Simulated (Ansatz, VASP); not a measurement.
## Two plane-wave programs on CaSe

```
CELL_PARAMETERS angstrom
0.04434 2.95600 2.95600
3.00034 0.00000 3.00034
2.95600 2.95600 0.04434
ATOMIC_POSITIONS crystal
Ca 0.00000 0.00000 0.00000
Se 0.50000 0.50000 0.50000
```

Change from the starting cell: strain +0.0300 x Voigt [0, 0, 0, 0, 1, 0], atoms carried along.

Alike in both runs: task single point; functional LDA; k mesh 8 × 8 × 8; occupations gaussian, width 0.05 eV; no spin polarisation.

|  | VASP | Ansatz |
| --- | --- | --- |
| version | VASP 6.6.1 | Ansatz 0.2.0 |
| potentials or method | VASP PAW LDA potentials, release 64 (Ca_sv, Se), cutoff 520 eV | scalar-relativistic, plane waves, PAW |
| valence electrons in the cell | 16 | 26 |

|  | VASP | Ansatz | Ansatz less VASP |
| --- | --- | --- | --- |
| gap on the k mesh at the Fermi level (eV) | 1.77 | 1.78 | +0.017 |
| least direct gap on the mesh (eV) | 2.68 | 2.69 | +0.015 |
| pressure (GPa) | -2.9 | -3.1 | -0.22 |
| traceless stress, the component that is largest in VASP (GPa) | -0.84 | -0.85 | -0.006 |

LDA's correlation is that of Perdew and Zunger in VASP and of Perdew and Wang (1992) in Ansatz. VASP's potentials hold 16 valence electrons a cell and Ansatz's 26, so a difference there can come from the potentials and not from the codes.
